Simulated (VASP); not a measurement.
# Ge in VASP: further runs

The runs below take Ge through single point, with PBEsol.

All numbers are computed with VASP 6.6.1; they aren't measurements. Logs are shortened: lines on timing, memory, paths and dates and some standing lists are left out, and cuts for length are marked.

### Step 1. The cell of the first run

The structure is orthorhombic, space group P2_12_12_1 (No. 19). The conventional cell has a = 4.013 Å, b = 4.013 Å, c = 5.676 Å, α = 90.00°, β = 90.00°, γ = 90.00°. Within 3.2 Å of Ge (site symmetry 1) lie 4 Ge at 2.46 to 2.50 Å.

### Step 2. Single point, PBEsol (atoms displaced along a vibrational mode)

Input file INCAR:

```
SYSTEM = Ge
  PREC = Accurate
  ENCUT = 520
  EDIFF = 1E-7
  ISMEAR = 0
  SIGMA = 0.15
  LREAL = .FALSE.
  LASPH = .TRUE.
  NELM = 100
  ALGO = Normal
  ISIF = 2
  LWAVE = .FALSE.
  LCHARG = .FALSE.
  GGA = PS
  NBANDS = 36
```

Input file KPOINTS:

```
regular mesh
0
G
  12 12 8
  0 0 0
```

Input file POSCAR:

```
Ge
1.0
    0.0000000000     -2.8378616867     -2.8378616867
    0.0000000000      2.8378616867     -2.8378616867
    5.6757233734      0.0000000000      0.0000000000
Ge
4
Direct
    0.5582701633      0.4942346680      0.0000000000
   -0.0582701633      0.0057653320      0.5000000000
    0.0582701633      0.5057653320      0.2500000000
    0.4417298367     -0.0057653320      0.7500000000
```

Potentials or basis: VASP PAW PBE potentials, release 64 (Ge_d).

Launch:

```sh
$ cat potpaw_PBE.64/Ge_d/POTCAR > POTCAR
$ mpirun -np 1 vasp_std > vasp.out
```

OUTCAR:

```text
SYSTEM = Ge
   PREC = Accurate
   ENCUT = 520
   EDIFF = 1E-7
   ISMEAR = 0
   LREAL = .FALSE.
   LASPH = .TRUE.
   NELM = 100
   ISIF = 2
   GGA = PS

 ion  position               nearest neighbor table
   1  0.558  0.494  0.000-   3 2.46   3 2.46   4 2.50   4 2.50
   2  0.942  0.006  0.500-   4 2.46   4 2.46   3 2.50   3 2.50
   3  0.058  0.506  0.250-   1 2.46   1 2.46   2 2.50   2 2.50
   4  0.442  0.994  0.750-   2 2.46   2 2.46   1 2.50   1 2.50

  LATTYP: Found a simple tetragonal cell.
 ALAT       =     4.0133424855
 C/A-ratio  =     1.4142135624

  Lattice vectors:

 A1 = (   0.0000000000,  -2.8378616867,  -2.8378616867)
 A2 = (   0.0000000000,   2.8378616867,  -2.8378616867)
 A3 = (   5.6757233734,   0.0000000000,   0.0000000000)

Analysis of symmetry for initial positions (statically):
=====================================================================
 Subroutine PRICEL returns:
 Original cell was already a primitive cell.

 Routine SETGRP: Setting up the symmetry group for a
 simple tetragonal supercell.

 Subroutine GETGRP returns: Found  4 space group operations
 (whereof  1 operations were pure point group operations)
 out of a pool of 16 trial point group operations.

The static configuration has the point symmetry C_1 .
 The point group associated with its full space group is D_2 .

Analysis of symmetry for dynamics (positions and initial velocities):
=====================================================================
 Subroutine PRICEL returns:
 Original cell was already a primitive cell.

 Routine SETGRP: Setting up the symmetry group for a
 simple tetragonal supercell.

 Subroutine GETGRP returns: Found  4 space group operations
 (whereof  1 operations were pure point group operations)
 out of a pool of 16 trial point group operations.

The dynamic configuration has the point symmetry C_1 .
 The point group associated with its full space group is D_2 .

 Subroutine INISYM returns: Found  4 space group operations
 (whereof  1 operations are pure point group operations),
 and found     1 'primitive' translations

----------------------------------------------------------------------------------------

                                     Primitive cell

  volume of cell :      91.4184

  direct lattice vectors                    reciprocal lattice vectors
     0.000000000 -2.837861687 -2.837861687     0.000000000 -0.176188996 -0.176188996
     0.000000000  2.837861687 -2.837861687     0.000000000  0.176188996 -0.176188996
[... 90 lines left out ...]
   LREAL  =      F    real-space projection
   EDIFFG = 0.1E-05   stopping-criterion for IOM
   NSW    =      0    number of steps for IOM
   IBRION =     -1    ionic relax: 0-MD 1-quasi-New 2-CG
   NFREE  =      0    steps in history (QN), initial steepest desc. (CG)
   ISIF   =      2    stress and relaxation
   ISYM   =      2    0-nonsym 1-usesym 2-fastsym
   POTIM  = 0.5000    time-step for ionic-motion
   TEBEG  =    0.0;   TEEND  =   0.0 temperature during run
   PSTRESS=    0.0 pullay stress
   NELECT =      56.0000    total number of electrons
   NUPDOWN=      -1.0000    fix difference up-down
   EMIN   =  10.00;   EMAX   =-10.00  energy-range for DOS
   EFERMI =   0.00;   METHOD = LEGACY
   ISMEAR =     0;   SIGMA  =   0.15  broadening in eV -4-tet -1-fermi 0-gaus
   EFERMI_NEDOS =   21; number of points for ismear=-14 and -15
   IALGO  =     38    algorithm
   IMIX   =      4    mixing-type and parameters
     AMIX     =   0.40;   BMIX     =  1.00
     AMIX_MAG =   1.60;   BMIX_MAG =  1.00
  volume/ion in A,a.u.               =      22.85       154.23
  Fermi-wavevector in a.u.,A,eV,Ry     =   1.390357  2.627393 26.301316  1.933092
  Thomas-Fermi vector in A             =   2.514300
   LORBIT       =      0    0 simple, 1 ext, 2 COOP (PROOUT), +10 PAW based schemes
   GGA     = PS    functional components
   LHFCALC =     F    Hartree Fock is set to
   AEXX    =    0.0000 exact exchange contribution
   IVDW    =     0    specifies the selected vdW correction
   LEPSILON=     F    determine dielectric tensor
   LRPA    =     F    only Hartree local field effects (RPA)
 non-spin polarized calculation
 Gauss-broadening in eV      SIGMA  =   0.15
  energy-cutoff  :      520.00
  volume of cell :       91.42
 maximum number of plane-waves:      2488
 NGX is ok and might be reduce to    30
   NGX = 15   NGY = 15   NGZ = 21

 number of electron      56.0000035 magnetization

 Free energy of the ion-electron system (eV)
  ---------------------------------------------------
  ext. energy  EPLUGINS =         0.00000000
  ---------------------------------------------------
  free energy    TOTEN  =       -19.57820793 eV

  energy without entropy =      -19.57630411  energy(sigma->0) =      -19.57725602

 E-fermi :   4.8423     XC(G=0): -10.1211

 val. band max:        4.7686521932   @ k =   0.0000   0.5000   0.5000
 cond. band min:       4.8747766456   @ k =   0.0000   0.0000   0.0000
 fundamental gap:      0.1061244524
 Fermi energy:         4.8422569615

 k-point     1 :       0.0000    0.0000    0.0000
  band No.  band energies     occupation
      1     -20.0124      2.00000
      2     -20.0116      2.00000
      3     -19.9923      2.00000
      4     -19.9719      2.00000
      5     -19.9656      2.00000
      6     -19.9424      2.00000
[... 925 lines left out ...]
     35      10.6866      0.00000
     36      10.6866      0.00000

 [... further k-points ...]

------------------------ aborting loop because EDIFF is reached ----------------------------------------

  FORCE on cell =-STRESS in cart. coord.  units (eV):
  Direction    XX          YY          ZZ          XY          YZ          ZX
  --------------------------------------------------------------------------------------
  -------------------------------------------------------------------------------------
  Total       -0.4690902     -0.5158932     -0.5158932      0.0000000      0.3460001      0.0000000
  in kB       -8.2211638     -9.0414208     -9.0414208      0.0000000      6.0639148      0.0000000
  external PRESSURE =      -8.7680018 kB  Pullay stress =       0.0000000 kB

 VOLUME and BASIS-vectors are now :
 -----------------------------------------------------------------------------
  energy-cutoff  :      520.00
  volume of cell :       91.42
      direct lattice vectors                 reciprocal lattice vectors
     0.000000000 -2.837861687 -2.837861687     0.000000000 -0.176188996 -0.176188996
     0.000000000  2.837861687 -2.837861687     0.000000000  0.176188996 -0.176188996
     5.675723373  0.000000000  0.000000000     0.176188996  0.000000000  0.000000000

 POSITION                                       TOTAL-FORCE (eV/Angst)
 -----------------------------------------------------------------------------------
      0.00000     -0.18172     -2.98686        -0.376274      0.297024      0.264108
      2.83786     -2.65614     -2.68886        -0.376274     -0.297024     -0.264108
      1.41893      1.26993     -1.60065         0.376274      0.264108      0.297024
      4.25679      1.56793     -4.07507         0.376274     -0.264108     -0.297024
 -----------------------------------------------------------------------------------
    total drift:                                0.000000     -0.000000     -0.000000

  FREE ENERGIE OF THE ION-ELECTRON SYSTEM (eV)
  ---------------------------------------------------
  free  energy   TOTEN  =       -19.5782079263 eV

  energy  without entropy=      -19.5763041134  energy(sigma->0) =      -19.57725602
```

stdout:

```text
POSCAR found type information on POSCAR Ge
 POSCAR found :  1 types and       4 ions
 scaLAPACK will be used
 -----------------------------------------------------------------------------
|                                                                             |
|                                                                             |
|     You enforced a specific xc type in the INCAR file but a different       |
|     I HOPE YOU KNOW WHAT YOU ARE DOING!                                     |
|                                                                             |
 -----------------------------------------------------------------------------

 LDA part: xc-table for (Slater+PW92), standard interpolation
 POSCAR, INCAR and KPOINTS ok, starting setup
 FFT: planning ... GRIDC
 FFT: planning ... GRID_SOFT
 FFT: planning ... GRID
 WAVECAR not read
 entering main loop
```

Wall time 12 min (1 thread of Intel Xeon 8259CL, shared host); peak memory 0.6 GiB.

What came out:

* Free energy: -19.5782 eV
* Pressure: -0.9 GPa
* Largest force: 0.547 eV/Å
* Band gap on the k mesh: zero (bands 28 and 29 overlap by 0.25 eV)

Forces in eV/Å, atoms in the order of the input:
```
Ge  -0.376  0.297  0.264
Ge  -0.376 -0.297 -0.264
Ge   0.376  0.264  0.297
Ge   0.376 -0.264 -0.297
```

Caveat: the cell differs from its parent crystal (atoms displaced along a vibrational mode); semilocal functionals underestimate gaps, so a narrow gap can read as zero; the PAW data sets were made with another functional, which shifts forces and pressure a little.

### Step 3. Single point, PBEsol (atoms displaced along a vibrational mode)

Input file INCAR:

```
SYSTEM = Ge
PREC = Accurate ; ENCUT = 520
EDIFF = 1E-6 ; ISMEAR = 0
SIGMA = 0.15 ; LREAL = .False.
LASPH = .True. ; NELM = 60
ALGO = Fast ; ISIF = 2
LWAVE = .False. ; LCHARG = .True.
GGA = PS ; LELF = .True.
LVHAR = .True. ; NBANDS = 36
```

Input file KPOINTS:

```
regular mesh
0
Gamma
  12 12 8
  0 0 0
```

Input file POSCAR:

```
Ge
1.0
    0.0000000000     -2.8378616867     -2.8378616867
    0.0000000000      2.8378616867     -2.8378616867
    5.6757233734      0.0000000000      0.0000000000
Ge
4
Direct
    0.5653177232      0.5012822279      0.0000000000
   -0.0512226035      0.0128128918      0.5000000000
    0.0512226035      0.4987177721      0.2500000000
    0.4346822768     -0.0128128918      0.7500000000
```

Potentials or basis: VASP PAW PBE potentials, release 64 (Ge_d).

Launch:

```sh
$ cat potpaw_PBE.64/Ge_d/POTCAR > POTCAR
$ mpirun -np 1 vasp_std > vasp.out
```

OUTCAR:

```text
SYSTEM = Ge
   PREC = Accurate
   ENCUT = 520
   EDIFF = 1E-6
   ISMEAR = 0
   LREAL = .False.
   LASPH = .True.
   NELM = 60
   ISIF = 2
   GGA = PS

 ion  position               nearest neighbor table
   1  0.565  0.501  0.000-   3 2.41   4 2.47   3 2.50   4 2.56
   2  0.949  0.013  0.500-   4 2.41   3 2.45   4 2.51   3 2.54
   3  0.051  0.499  0.250-   1 2.41   2 2.45   1 2.50   2 2.54
   4  0.435  0.987  0.750-   2 2.41   1 2.47   2 2.51   1 2.56

  LATTYP: Found a simple tetragonal cell.
 ALAT       =     4.0133424855
 C/A-ratio  =     1.4142135624

  Lattice vectors:

 A1 = (   0.0000000000,  -2.8378616867,  -2.8378616867)
 A2 = (   0.0000000000,   2.8378616867,  -2.8378616867)
 A3 = (   5.6757233734,   0.0000000000,   0.0000000000)

Analysis of symmetry for initial positions (statically):
=====================================================================
 Subroutine PRICEL returns:
 Original cell was already a primitive cell.

 Routine SETGRP: Setting up the symmetry group for a
 simple tetragonal supercell.

 Subroutine GETGRP returns: Found  1 space group operations
 (whereof  1 operations were pure point group operations)
[... 169 lines left out ...]

 E-fermi :   4.8671     XC(G=0): -10.1219

 val. band max:        4.8124188825   @ k =  -0.0833  -0.0833   0.1250
 cond. band min:       4.8737408274   @ k =   0.5000   0.0000   0.5000
 fundamental gap:      0.0613219449
 Fermi energy:         4.8671078801

 k-point     1 :       0.0000    0.0000    0.0000
  band No.  band energies     occupation
      1     -20.0312      2.00000
      2     -20.0270      2.00000
      3     -19.9991      2.00000
      4     -19.9840      2.00000
      5     -19.9653      2.00000
      6     -19.9510      2.00000
[... 925 lines left out ...]
     35      10.5143      0.00000
     36      11.1417      0.00000

 [... further k-points ...]

------------------------ aborting loop because EDIFF is reached ----------------------------------------

  FORCE on cell =-STRESS in cart. coord.  units (eV):
  Direction    XX          YY          ZZ          XY          YZ          ZX
  --------------------------------------------------------------------------------------
  -------------------------------------------------------------------------------------
  Total       -0.3173311     -0.3706357     -0.4733324     -1.1812029      0.3420708     -0.1314481
  in kB       -5.5614699     -6.4956735     -8.2955112    -20.7014819      5.9950517     -2.3037273
  external PRESSURE =      -6.7842182 kB  Pullay stress =       0.0000000 kB

 VOLUME and BASIS-vectors are now :
 -----------------------------------------------------------------------------
  energy-cutoff  :      520.00
  volume of cell :       91.42
      direct lattice vectors                 reciprocal lattice vectors
     0.000000000 -2.837861687 -2.837861687     0.000000000 -0.176188996 -0.176188996
     0.000000000  2.837861687 -2.837861687     0.000000000  0.176188996 -0.176188996
     5.675723373  0.000000000  0.000000000     0.176188996  0.000000000  0.000000000

 POSITION                                       TOTAL-FORCE (eV/Angst)
 -----------------------------------------------------------------------------------
      0.00000     -0.18172     -3.02686        -0.465692      0.411077      1.041922
      2.83786     -2.65614     -2.72886        -0.285863     -0.198954      0.554835
      1.41893      1.26993     -1.56065         0.307077      0.161225     -0.523337
      4.25679      1.56793     -4.03507         0.444478     -0.373348     -1.073421
 -----------------------------------------------------------------------------------
    total drift:                                0.000002     -0.000003      0.000011

  FREE ENERGIE OF THE ION-ELECTRON SYSTEM (eV)
  ---------------------------------------------------
  free  energy   TOTEN  =       -19.5140953950 eV

  energy  without entropy=      -19.5119121434  energy(sigma->0) =      -19.51300377
```

OSZICAR:

```text
N       E                     dE             d eps       ncg     rms          rms(c)
DAV:   1     0.496977388524E+03    0.49698E+03   -0.28078E+04 48172   0.428E+03
DAV:   2     0.669621045757E+02   -0.43002E+03   -0.41899E+03 41784   0.815E+02
DAV:   3    -0.150338474873E+02   -0.81996E+02   -0.80864E+02 45116   0.207E+02
DAV:   4    -0.196926703298E+02   -0.46588E+01   -0.46388E+01 49332   0.575E+01
DAV:   5    -0.197882727518E+02   -0.95602E-01   -0.95569E-01 46728   0.927E+00    0.439E+00
RMM:   6    -0.195998715289E+02    0.18840E+00   -0.81629E-02 51097   0.271E+00    0.254E+00
RMM:   7    -0.195109620085E+02    0.88910E-01   -0.13587E-01 52067   0.297E+00    0.196E-01
RMM:   8    -0.195133026281E+02   -0.23406E-02   -0.20683E-02 53786   0.120E+00    0.130E-01
RMM:   9    -0.195139899089E+02   -0.68728E-03   -0.55084E-03 65482   0.500E-01    0.129E-01
RMM:  10    -0.195141594693E+02   -0.16956E-03   -0.47127E-04 52570   0.175E-01    0.631E-02
RMM:  11    -0.195140899677E+02    0.69502E-04   -0.24480E-04 54396   0.157E-01    0.721E-03
RMM:  12    -0.195140949880E+02   -0.50203E-05   -0.51855E-05 57170   0.487E-02    0.599E-03
RMM:  13    -0.195140954834E+02   -0.49544E-06   -0.11839E-05 46125   0.232E-02    0.880E-03
RMM:  14    -0.195140953950E+02    0.88448E-07   -0.20271E-06 33436   0.997E-03
   1 F= -.19514095E+02 E0= -.19513004E+02  d E =-.218325E-02
```

stdout:

```text
POSCAR found type information on POSCAR Ge
 POSCAR found :  1 types and       4 ions
 scaLAPACK will be used
 -----------------------------------------------------------------------------
|                                                                             |
|                                                                             |
|     You enforced a specific xc type in the INCAR file but a different       |
[... 25 lines left out ...]
WARNING in EDDRMM: call to ZHEGV failed, returncode =   6  3     31
WARNING in EDDRMM: call to ZHEGV failed, returncode =   6  3     28
WARNING in EDDRMM: call to ZHEGV failed, returncode =   6  3     29
WARNING in EDDRMM: call to ZHEGV failed, returncode =   6  3     34
WARNING in EDDRMM: call to ZHEGV failed, returncode =   6  3     31
WARNING in EDDRMM: call to ZHEGV failed, returncode =   6  3     32
WARNING in EDDRMM: call to ZHEGV failed, returncode =   6  3     29
```

Run time: 43 min. Hardware: 1 thread of Oxide Virtual Turin-like, shared host; peak memory 1.2 GiB.

What came out:

| Quantity | Value |
| --- | --- |
| Free energy | -19.5141 eV |
| Pressure | -0.7 GPa |
| Largest force | 1.220 eV/Å |
| Band gap on the k mesh | zero (bands 28 and 29 overlap by 0.45 eV) |

Forces on the atoms (eV/Å):
```
Ge  -0.466  0.411  1.042
Ge  -0.286 -0.199  0.555
Ge   0.307  0.161 -0.523
Ge   0.444 -0.373 -1.073
```

Levels at points of the mesh, in eV from the Fermi level:
```tsv
k point	band 24	band 25	band 26	band 27	band 28	band 29	band 30	band 31	band 32	band 33
(0.00, 0.00, 0.00)	-3.19	-3.01	-0.82	-0.21	-0.13	0.34	0.45	1.00	2.23	2.54
(0.50, 0.00, 0.00)	-6.65	-4.03	-3.96	-1.45	-1.31	1.83	1.88	4.33	4.40	4.63
(0.00, 0.50, 0.00)	-6.45	-3.91	-3.90	-1.65	-1.64	1.66	1.67	4.45	4.46	4.86
(0.50, 0.50, 0.00)	-8.61	-3.21	-3.08	-3.04	-2.94	0.15	0.35	0.41	0.63	9.18
(0.00, 0.00, 0.50)	-4.80	-2.21	-2.14	-2.00	-1.92	0.82	0.99	2.28	2.32	5.58
(0.50, 0.00, 0.50)	-7.55	-1.68	-1.49	-1.22	-1.09	-0.26	0.01	3.13	3.43	3.90
(0.00, 0.50, 0.50)	-7.34	-1.64	-1.61	-1.27	-1.12	-0.21	0.01	3.09	3.28	3.71
(0.50, 0.50, 0.50)	-8.56	-4.13	-4.05	-3.90	-3.81	3.55	3.65	3.75	3.82	4.65
```

Caveat: the cell differs from its parent crystal (atoms displaced along a vibrational mode); semilocal functionals underestimate gaps, so a narrow gap can read as zero; the PAW data sets were made with another functional, which shifts forces and pressure a little.
